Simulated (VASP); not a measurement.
Crystal: SnTe3.

```
Sn Te
1.0
     5.55271    0.00000    0.00000
     0.00000    5.55271    0.00000
     0.00000    0.00000    4.41428
Sn Te
1 3
Direct
  0.00000 0.00000 0.35179
  0.50000 0.00000 0.58004
  0.00000 0.50000 0.58004
  0.50000 0.50000 0.50670
```

The cell was generated, and may not be a known phase.

```yaml
Program: VASP 6.6.1
Task: relaxation of cell and atoms
Functional: PBE
Potentials_or_basis: VASP PAW PBE potentials, release 64 (Sn_d, Te)
Cutoff: 600 eV
k_mesh: 4 × 4 × 5
Occupations: gaussian, width 0.2 eV
Spin: no spin polarisation
```

At the start: pressure 8.8 GPa; volume 34.03 Å³/atom.

Q: Where does the relaxation end?

A: Over 28 steps the energy falls by 288.0 meV/atom and the volume is 32.47 Å³/atom (-4.6 %); space group P4mm (No. 99, to 0.1 Å) before and after.

The path:
| step | energy change (eV) | largest force (eV/Å) | pressure (GPa) | volume (Å³) |
| --- | --- | --- | --- | --- |
| 1 | 0.0000 | 0.8506 | 8.85 | 136.10 |
| 2 | -0.2913 | 0.4507 | -4.42 | 175.67 |
| 3 | -0.7068 | 0.1834 | -0.50 | 156.01 |
| 4 | -0.7070 | 0.1747 | -0.37 | 155.59 |
| 5 | -0.7265 | 0.1932 | -0.39 | 153.86 |
| 6 | -0.7863 | 0.2130 | -0.39 | 148.58 |
| 7 | -0.9301 | 0.1559 | -0.07 | 137.74 |
| 8 | -0.6877 | 0.1047 | 7.12 | 114.93 |
| 9 | -0.9681 | 0.1891 | 0.17 | 134.46 |
| 10 | -1.0823 | 0.0956 | 2.17 | 124.83 |
| 11 | -1.0204 | 0.0991 | 4.12 | 119.91 |
| 12 | -1.0861 | 0.0981 | 2.49 | 123.87 |
| 13 | -1.0940 | 0.1020 | 2.48 | 123.67 |
| 14 | -1.0979 | 0.1061 | 2.51 | 123.35 |
| 15 | -1.1060 | 0.1076 | 2.25 | 123.90 |
| 16 | -1.1254 | 0.1121 | 1.52 | 125.54 |
| 17 | -1.1431 | 0.1186 | 0.19 | 128.88 |
| 18 | -1.1435 | 0.1197 | 0.00 | 129.41 |
| 19 | -1.1435 | 0.1200 | -0.05 | 129.53 |
| 20 | -1.1438 | 0.1183 | -0.05 | 129.54 |
| 21 | -1.1446 | 0.1128 | -0.04 | 129.58 |
| 22 | -1.1460 | 0.1017 | -0.04 | 129.64 |
| 23 | -1.1477 | 0.0800 | -0.03 | 129.78 |
| 24 | -1.1469 | 0.0389 | -0.02 | 130.04 |
| 25 | -1.1481 | 0.0656 | -0.04 | 129.87 |
| 26 | -1.1486 | 0.0627 | -0.04 | 129.87 |
| 27 | -1.1501 | 0.0522 | -0.05 | 129.87 |
| 28 | -1.1520 | 0.0319 | -0.07 | 129.87 |

Final structure:
```yaml
crystal:
  lattice:
    - [6.19734, 0.00000, 0.00000]
    - [0.00000, 6.19734, 0.00000]
    - [0.00000, 0.00000, 3.38151]
  atoms:
    - { symbol: Sn, position: [0.00000, 0.00000, 0.35012] }
    - { symbol: Te, position: [0.50000, 0.00000, 0.55802] }
    - { symbol: Te, position: [0.00000, 0.50000, 0.55802] }
    - { symbol: Te, position: [0.50000, 0.50000, 0.55242] }
```

Caveat: a cell axis changed by over 15 % at a fixed basis, so the end point is rough.
